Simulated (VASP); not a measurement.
# Co (Pm-3m) in VASP: single point with PBEsol

Aim: the single point of Co with PBEsol.

Program: VASP 6.6.1. These are calculated values, not measurements. Logs are shortened: lines on timing, memory, paths and dates and some standing lists are left out, and cuts for length are marked.

**1. The cell of the first run**

The structure is cubic, space group Pm-3m (No. 221). Conventional cell: a = 2.251 Å, b = 2.251 Å, c = 2.251 Å, α = 90.00°, β = 90.00°, γ = 90.00°. Co (site symmetry m-3m) has 6 Co at 2.25 Å within 3.0 Å.

**2. Single point, PBEsol**

File INCAR:

```
  PREC = Accurate
  ENCUT = 520
  EDIFF = 1E-6
  ISMEAR = -1
  SIGMA = 0.13605693000000002
  LREAL = F
  LASPH = T
  NELM = 80
  ALGO = Normal
  ISIF = 2
  LWAVE = F
  LCHARG = F
  GGA = PS
  NBANDS = 10
```

File KPOINTS:

```
Automatic mesh
0
Gamma
  14 14 14
```

File POSCAR:

```
Co
1.0
    2.2506171147      0.0000000000      0.0000000000
    0.0000000000      2.2506171147      0.0000000000
    0.0000000000      0.0000000000      2.2506171147
Co
1
Direct
    0.0000000000      0.0000000000      0.0000000000
```

Potentials or basis: VASP PAW PBE potentials, release 64 (Co).

Started as:

```bash
$ cat potpaw_PBE.64/Co/POTCAR > POTCAR
$ mpirun -np 1 vasp_std > vasp.out
```

OUTCAR:

```text
PREC = Accurate
   ENCUT = 520
   EDIFF = 1E-6
   ISMEAR = -1
   LREAL = F
   LASPH = T
   NELM = 80
   ISIF = 2
   GGA = PS

 ion  position               nearest neighbor table
   1  0.000  0.000  0.000-

  LATTYP: Found a simple cubic cell.
 ALAT       =     2.2506171147

  Lattice vectors:

 A1 = (   2.2506171147,   0.0000000000,   0.0000000000)
 A2 = (   0.0000000000,   2.2506171147,   0.0000000000)
 A3 = (   0.0000000000,   0.0000000000,   2.2506171147)

Analysis of symmetry for initial positions (statically):
=====================================================================
 Subroutine PRICEL returns:
 Original cell was already a primitive cell.

 Routine SETGRP: Setting up the symmetry group for a
 simple cubic supercell.

 Subroutine GETGRP returns: Found 48 space group operations
 (whereof 48 operations were pure point group operations)
 out of a pool of 48 trial point group operations.

The static configuration has the point symmetry O_h .

Analysis of symmetry for dynamics (positions and initial velocities):
=====================================================================
 Subroutine PRICEL returns:
 Original cell was already a primitive cell.

 Routine SETGRP: Setting up the symmetry group for a
 simple cubic supercell.

 Subroutine GETGRP returns: Found 48 space group operations
 (whereof 48 operations were pure point group operations)
 out of a pool of 48 trial point group operations.

The dynamic configuration has the point symmetry O_h .

 Subroutine INISYM returns: Found 48 space group operations
 (whereof 48 operations are pure point group operations),
 and found     1 'primitive' translations

----------------------------------------------------------------------------------------

                                     Primitive cell

  volume of cell :      11.4000

  direct lattice vectors                    reciprocal lattice vectors
     2.250617115  0.000000000  0.000000000     0.444322579  0.000000000  0.000000000
     0.000000000  2.250617115  0.000000000     0.000000000  0.444322579  0.000000000
     0.000000000  0.000000000  2.250617115     0.000000000  0.000000000  0.444322579

  length of vectors
     2.250617115  2.250617115  2.250617115     0.444322579  0.444322579  0.444322579

  position of ions in fractional coordinates (direct lattice)
     0.000000000  0.000000000  0.000000000

  ion indices of the primitive-cell ions
   primitive index   ion index
                 1           1

----------------------------------------------------------------------------------------

 KPOINTS: Automatic mesh

Automatic generation of k-mesh.
 Grid dimensions read from file:
 generate k-points for:   14   14   14

 Generating k-lattice:

  Cartesian coordinates                     Fractional coordinates (reciprocal lattice)
     0.031737327  0.000000000  0.000000000     0.071428571  0.000000000  0.000000000
     0.000000000  0.031737327  0.000000000     0.000000000  0.071428571  0.000000000
     0.000000000  0.000000000  0.031737327     0.000000000  0.000000000  0.071428571

  Length of vectors
     0.031737327  0.031737327  0.031737327

  Shift w.r.t. Gamma in fractional coordinates (k-lattice)
     0.000000000  0.000000000  0.000000000

 Subroutine IBZKPT returns following result:
 ===========================================

 Found    120 irreducible k-points:

 Following reciprocal coordinates:
            Coordinates               Weight
  0.000000  0.000000  0.000000      1.000000
  0.071429  0.000000  0.000000      6.000000
  0.142857  0.000000  0.000000      6.000000
  0.214286  0.000000  0.000000      6.000000
  0.285714  0.000000  0.000000      6.000000
  0.357143  0.000000  0.000000      6.000000
[... 16 lines left out ...]
  0.285714  0.214286  0.000000     24.000000
  0.357143  0.214286  0.000000     24.000000
 [... further k-points ...]
   k-points           NKPTS =    120   k-points in BZ     NKDIM =    120   number of bands    NBANDS=     10
   number of dos      NEDOS =    301   number of ions     NIONS =      1
   total plane-waves  NPLWV =   5832
   dimension x,y,z NGX =    18 NGY =   18 NGZ =   18
   dimension x,y,z NGXF=    36 NGYF=   36 NGZF=   36
   ions per type =               1
   NGX,Y,Z   is equivalent  to a cutoff of  13.30, 13.30, 13.30 a.u.
   NGXF,Y,Z  is equivalent  to a cutoff of  26.59, 26.59, 26.59 a.u.
 SYSTEM =  unknown system
   PREC   = accura    normal or accurate (medium, high low for compatibility)
   ISTART =      0    job   : 0-new  1-cont  2-samecut
   ICHARG =      2    charge: 1-file 2-atom 10-const
   ISPIN  =      1    spin polarized calculation?
   LNONCOLLINEAR =      F non collinear calculations
   LSORBIT =      F    spin-orbit coupling
   LASPH  =      T    aspherical Exc in radial PAW
   ENCUT  =  520.0 eV  38.22 Ry    6.18 a.u.   4.18  4.18  4.18*2*pi/ulx,y,z
   NELM   =     80;   NELMIN=  2; NELMDL= -5     # of ELM steps
   EDIFF  = 0.1E-05   stopping-criterion for ELM
   LREAL  =      F    real-space projection
   EDIFFG = 0.1E-04   stopping-criterion for IOM
   NSW    =      0    number of steps for IOM
   IBRION =     -1    ionic relax: 0-MD 1-quasi-New 2-CG
   NFREE  =      0    steps in history (QN), initial steepest desc. (CG)
   ISIF   =      2    stress and relaxation
   ISYM   =      2    0-nonsym 1-usesym 2-fastsym
   POTIM  = 0.5000    time-step for ionic-motion
   TEBEG  =    0.0;   TEEND  =   0.0 temperature during run
   PSTRESS=    0.0 pullay stress
   NELECT =       9.0000    total number of electrons
   NUPDOWN=      -1.0000    fix difference up-down
   EMIN   =  10.00;   EMAX   =-10.00  energy-range for DOS
   EFERMI =   0.00;   METHOD = LEGACY
   ISMEAR =    -1;   SIGMA  =   0.14  broadening in eV -4-tet -1-fermi 0-gaus
   EFERMI_NEDOS =   21; number of points for ismear=-14 and -15
   IALGO  =     38    algorithm
   IMIX   =      4    mixing-type and parameters
     AMIX     =   0.40;   BMIX     =  1.00
     AMIX_MAG =   1.60;   BMIX_MAG =  1.00
  volume/ion in A,a.u.               =      11.40        76.93
  Fermi-wavevector in a.u.,A,eV,Ry     =   1.513053  2.859255 31.148204  2.289328
  Thomas-Fermi vector in A             =   2.622895
   LORBIT       =      0    0 simple, 1 ext, 2 COOP (PROOUT), +10 PAW based schemes
   GGA     = PS    functional components
   LHFCALC =     F    Hartree Fock is set to
   AEXX    =    0.0000 exact exchange contribution
   IVDW    =     0    specifies the selected vdW correction
   LEPSILON=     F    determine dielectric tensor
   LRPA    =     F    only Hartree local field effects (RPA)
 non-spin polarized calculation
  energy-cutoff  :      520.00
  volume of cell :       11.40
 maximum number of plane-waves:       320
 NGX is ok and might be reduce to    18
   NGX =  9   NGY =  9   NGZ =  9

 number of electron       8.9999989 magnetization

 Free energy of the ion-electron system (eV)
  ---------------------------------------------------
  ext. energy  EPLUGINS =         0.00000000
  ---------------------------------------------------
  free energy    TOTEN  =        -6.76821960 eV

  energy without entropy =       -6.61094404  energy(sigma->0) =       -6.68958182

 E-fermi :   9.4105     XC(G=0): -13.1984

 val. band max:        9.3968238890   @ k =   0.3571   0.2143   0.0714
 cond. band min:       9.4162721697   @ k =   0.2857   0.2143   0.0714
 fundamental gap:      0.0194482806
 Fermi energy:         9.4104686095

 k-point     1 :       0.0000    0.0000    0.0000
  band No.  band energies     occupation
      1       0.8680      2.00000
      2       5.5749      2.00000
      3       5.5749      2.00000
      4       9.9249      0.04458
      5       9.9249      0.04458
      6       9.9249      0.04458
      7      30.1684      0.00000
      8      30.1684      0.00000
      9      30.1684      0.00000
     10      34.3722      0.00000

 k-point     2 :       0.0714    0.0000    0.0000
  band No.  band energies     occupation
      1       1.0329      2.00000
      2       5.6023      2.00000
      3       5.6635      2.00000
      4       9.8470      0.07768
      5       9.8470      0.07768
      6       9.9311      0.04265
      7      28.2532      0.00000
      8      30.4003      0.00000
      9      30.4003      0.00000
     10      34.3641      0.00000

 k-point     3 :       0.1429    0.0000    0.0000
  band No.  band energies     occupation
      1       1.5143      2.00000
      2       5.6797      2.00000
      3       5.9197      2.00000
      4       9.6338      0.32452
      5       9.6338      0.32452
      6       9.9484      0.03765
      7      25.1763      0.00000
      8      31.0766      0.00000
      9      31.0766      0.00000
     10      34.3396      0.00000

 k-point     4 :       0.2143    0.0000    0.0000
  band No.  band energies     occupation
      1       2.2705      2.00000
      2       5.7934      2.00000
      3       6.3147      2.00000
      4       9.3376      1.26158
      5       9.3376      1.26158
      6       9.9735      0.03141
      7      22.1410      0.00000
      8      32.1477      0.00000
      9      32.1477      0.00000
     10      34.2989      0.00000
[... 222 lines left out ...]
 k-point    22 :       0.2143    0.2143    0.0000
  band No.  band energies     occupation
      1       3.5183      2.00000
      2       6.2061      2.00000
      3       6.8850      2.00000
      4       8.8473      1.96862
      5       9.3532      1.20733
      6       9.4799      0.75021
      7      22.5411      0.00000
      8      24.6161      0.00000
      9      34.0337      0.00000
     10      35.9381      0.00000

 k-point    23 :       0.2857    0.2143    0.0000
  band No.  band energies     occupation
      1       4.2868      2.00000
      2       6.3166      2.00000
      3       7.2922      2.00000
      4       8.8599      1.96563
      5       9.1059      1.80731
      6       9.4725      0.77604
      7      20.3127      0.00000
      8      25.0070      0.00000
      9      35.3743      0.00000
     10      35.8798      0.00000

 k-point    24 :       0.3571    0.2143    0.0000
  band No.  band energies     occupation
      1       5.0276      2.00000
      2       6.3540      2.00000
      3       7.4289      2.00000
      4       8.8529      1.96734
      5       9.4843      0.73530
      6       9.5062      0.66209
      7      17.8318      0.00000
      8      26.1447      0.00000
      9      33.9293      0.00000
     10      36.8014      0.00000

 [... further k-points ...]
[... 5 lines left out ...]
  --------------------------------------------------------------------------------------
  -------------------------------------------------------------------------------------
  Total       -0.0340506     -0.0340506     -0.0340506     -0.0000000     -0.0000000      0.0000000
  in kB       -4.7855373     -4.7855373     -4.7855373     -0.0000000     -0.0000000      0.0000000
  external PRESSURE =      -4.7855373 kB  Pullay stress =       0.0000000 kB

 VOLUME and BASIS-vectors are now :
 -----------------------------------------------------------------------------
  energy-cutoff  :      520.00
  volume of cell :       11.40
      direct lattice vectors                 reciprocal lattice vectors
     2.250617115  0.000000000  0.000000000     0.444322579  0.000000000  0.000000000
     0.000000000  2.250617115  0.000000000     0.000000000  0.444322579  0.000000000
     0.000000000  0.000000000  2.250617115     0.000000000  0.000000000  0.444322579

 POSITION                                       TOTAL-FORCE (eV/Angst)
 -----------------------------------------------------------------------------------
      0.00000      0.00000      0.00000         0.000000      0.000000      0.000000
 -----------------------------------------------------------------------------------
    total drift:                               -0.000000      0.000000      0.000000

  FREE ENERGIE OF THE ION-ELECTRON SYSTEM (eV)
  ---------------------------------------------------
  free  energy   TOTEN  =        -6.7682196029 eV

  energy  without entropy=       -6.6109440414  energy(sigma->0) =       -6.68958182
```

Run time: 4.8 s. Hardware: 1 thread of Intel Xeon 6975P-C (Granite Rapids), shared host; peak memory 0.13 GiB.

Results:

* Free energy: -6.7682 eV
* Pressure: -0.5 GPa

Caveat: the PAW data sets were made with another functional, which shifts forces and pressure a little; the run has no spin polarisation, though such a crystal can be magnetic. Spin polarisation is off, so any magnetic state and its effect on volume and gap are missing.
